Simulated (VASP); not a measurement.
Set up this calculation in VASP 6.6.1, as the native input.

```
Task                   : single point
Functional             : PBE
Potentials or basis    : VASP PAW PBE potentials, release 64 (Zr_sv)
Cutoff                 : 520 eV
k mesh                 : 8 × 8 × 11
Occupations            : fermi-dirac, width 0.1 eV
Spin                   : no spin polarisation
Dipole correction      : no
Further INCAR settings : ALGO = Normal; EDIFF = 1e-07; NBANDS = 25
```

The structure of Zr lies in POSCAR:

```
Zr
1.0
    4.2982683576      0.0000000000      0.0000000000
   -2.1491341788      3.7224095900      0.0000000000
    0.0000000000      0.0000000000      2.5152293187
Zr
3
Direct
    0.0000000000      0.0000000000      0.0000000000
    0.3333333333      0.6666666667      0.5000000000
    0.6666666667      0.3333333333      0.5000000000
```

The input as run:

INCAR

```
ALGO = Normal
EDIFF = 1E-7
ENCUT = 520
GGA = PE
ISIF = 2
ISMEAR = -1
LASPH = T
LCHARG = F
LREAL = F
LWAVE = F
NBANDS = 25
NELM = 100
PREC = Accurate
SIGMA = 0.1
```

KPOINTS

```
k-points
0
Gamma
  8 8 11
```

Potentials or basis: VASP PAW PBE potentials, release 64 (Zr_sv).

Run with:

```bash
$ cat potpaw_PBE.64/Zr_sv/POTCAR > POTCAR
$ mpirun -np 1 vasp_std > vasp.out
```

It gave:

```yaml
Pressure: 123.0 GPa
Band_gap_on_the_k_mesh: zero (band 18 reaches 17.40 eV, above the bottom of band 19 at 15.75 eV)
```

Wall time 67 s on 1 thread of Intel Xeon 8259CL (shared host), peak memory 0.18 GiB.
